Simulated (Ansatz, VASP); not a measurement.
## One calculation of Be4S, two programs

```
Be S
1.0
     3.86533    0.00000    0.00000
     0.00000    3.86533    0.00000
     0.00000    0.00000    3.86533
Be S
4 1
Direct
  0.80095 0.80095 0.80095
  0.19905 0.19905 0.80095
  0.19905 0.80095 0.19905
  0.80095 0.19905 0.19905
  0.50000 0.50000 0.50000
```

Alike in both runs: functional PBE; k mesh 10 × 10 × 10; occupations gaussian, width 0.1 eV; no spin polarisation.

Ansatz relaxed the structure, and its values are those at the end. VASP's run is a single point on that final structure, the one shown.

|  | VASP | Ansatz |
| --- | --- | --- |
| version | VASP 6.6.1 | Ansatz 0.2.0 |
| potentials or method | VASP PAW PBE potentials, release 64 (Be, S), cutoff 520 eV | scalar-relativistic, plane waves, PAW |
| valence electrons in the cell | 14 | 14 |

```tsv
	VASP	Ansatz	Ansatz less VASP
gap on the k mesh at the Fermi level (eV)	none	none	-
pressure (GPa)	0.0	0.0	-0.04
```

A gap of «none» marks a metal or a gap that the smearing closes. The functional is the same, so the differences come from potentials, cutoffs and numerics.
